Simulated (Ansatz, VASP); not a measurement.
# Two plane-wave programs on Li3HSe

File INCAR:

```
SYSTEM = Li3HSe
PREC     = Accurate       ! precision mode
ENCUT    = 600            ! plane-wave cutoff, eV
EDIFF    = 1E-7           ! SCF threshold, eV
ISMEAR   = 0              ! smearing method
SIGMA    = 0.02           ! smearing width, eV
LREAL    = .FALSE.        ! projectors in reciprocal space
LASPH    = .TRUE.         ! aspherical terms in the spheres
NELM     = 80             ! most SCF steps
ALGO     = Normal         ! electronic algorithm
ISIF     = 3              ! what is computed and relaxed
LWAVE    = .FALSE.        ! write WAVECAR
LCHARG   = .FALSE.        ! write CHGCAR
GGA      = PE             ! functional
IVDW     = 12             ! dispersion correction
IBRION   = 2              ! ionic algorithm
NSW      = 70             ! ionic steps
EDIFFG   = -0.005         ! ionic threshold
```

KPOINTS

```
regular mesh
0
G
  6 6 6
  0 0 0
```

The input POSCAR:

```
Li3HSe
1.0
    3.9443860828      0.0000000000      0.0000000000
    0.0000000000      3.9443860828      0.0000000000
    0.0000000000      0.0000000000      3.9443860828
Li H Se
3 1 1
Direct
    0.0000000000      0.5000000000      0.5000000000
    0.5000000000      0.0000000000      0.5000000000
    0.5000000000      0.5000000000      0.0000000000
    0.5000000000      0.5000000000      0.5000000000
    0.0000000000      0.0000000000      0.0000000000
```

Input for Ansatz:

```yaml
crystal:
  lattice:
    - [3.9443860828, 0.0, 0.0]
    - [0.0, 3.9443860828, 0.0]
    - [0.0, 0.0, 3.9443860828]
  atoms:
    - { symbol: Li, position: [0.0, 0.5, 0.5] }
    - { symbol: Li, position: [0.5, 0.0, 0.5] }
    - { symbol: Li, position: [0.5, 0.5, 0.0] }
    - { symbol: H, position: [0.5, 0.5, 0.5] }
    - { symbol: Se, position: [0.0, 0.0, 0.0] }
basis:
  ecutwfc: 420
kpoints:
  mp_grid: { grid: [6, 6, 6] }
hamiltonian:
  xc: pbe
  dispersion: d3bj
scf:
  occupations: { method: gaussian, width: 0.02 }
output:
  forces: true
  stress: true
  eigenvalues: true
relax:
  adjacent_minimum: "off"
  f_tol: 0.005
  max_steps: 50
  cell: { stress_tol: 0.05 }
```

Alike in both runs: task relaxation of cell and atoms; functional PBE; dispersion D3(BJ); k mesh 6 × 6 × 6; occupations gaussian, width 0.02 eV; no spin polarisation.

|  | VASP | Ansatz |
| --- | --- | --- |
| version | VASP 6.6.1 | Ansatz 0.2.0 |
| potentials or method | VASP PAW PBE potentials, release 64 (Li_sv, H, Se), cutoff 600 eV | scalar-relativistic, plane waves, PAW |
| valence electrons in the cell | 16 | 26 |

Ansatz gave:

| Quantity | Value |
| --- | --- |
| gap on the k mesh at the Fermi level, each at its own relaxed structure (eV) | 3.79 |
| relaxed volume (Å³/atom) | 11.24 |
| relaxed cell length with the largest relative difference (Å) | 3.831 |

**Question.** Which values does VASP return?

**Answer.** gap on the k mesh at the Fermi level, each at its own relaxed structure (eV): 3.82; relaxed volume (Å³/atom): 11.18; relaxed cell length with the largest relative difference (Å): 3.824.

VASP's potentials hold 16 valence electrons a cell and Ansatz's 26, so a difference there can come from the potentials and not from the codes.

Noted on VASP's run: the cutoff is short for stress, so the pressure is rough.
